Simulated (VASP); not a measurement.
Sc12H (a cell with a defect), 13 atoms in the cell. The cell holds a defect, 13 atoms: a = 6.620 Å, b = 9.930 Å, c = 5.276 Å, α = 90.00°, β = 90.00°, γ = 120.00°. 

* Program: VASP 6.6.1
* Task: single point
* Functional: PBEsol
* Potentials or basis: VASP PAW PBE potentials, release 64 (Sc_sv, H)
* Cutoff: 520 eV
* k mesh: 2 × 1 × 2
* Occupations: fermi-dirac, width 0.1 eV
* Spin: no spin polarisation
* Dipole correction: no
* Further INCAR settings: ALGO = Normal; EDIFF = 1e-06; NBANDS = 78

Potentials or basis: VASP PAW PBE potentials, release 64 (Sc_sv, H).

Command:

```bash
$ cat potpaw_PBE.64/Sc_sv/POTCAR potpaw_PBE.64/H/POTCAR > POTCAR
$ mpirun -np 1 vasp_std > vasp.out
```

Hardware: 1 thread of Intel(R) Xeon(R) Platinum 8488C (Sapphire Rapids) (shared host).

Task: How long does it take, and how much memory?

Result: Run time: 2.2 min on 1 thread of Intel(R) Xeon(R) Platinum 8488C (Sapphire Rapids) (shared host), peak memory 0.41 GiB. Counts: scf iterations 19, k points 4.
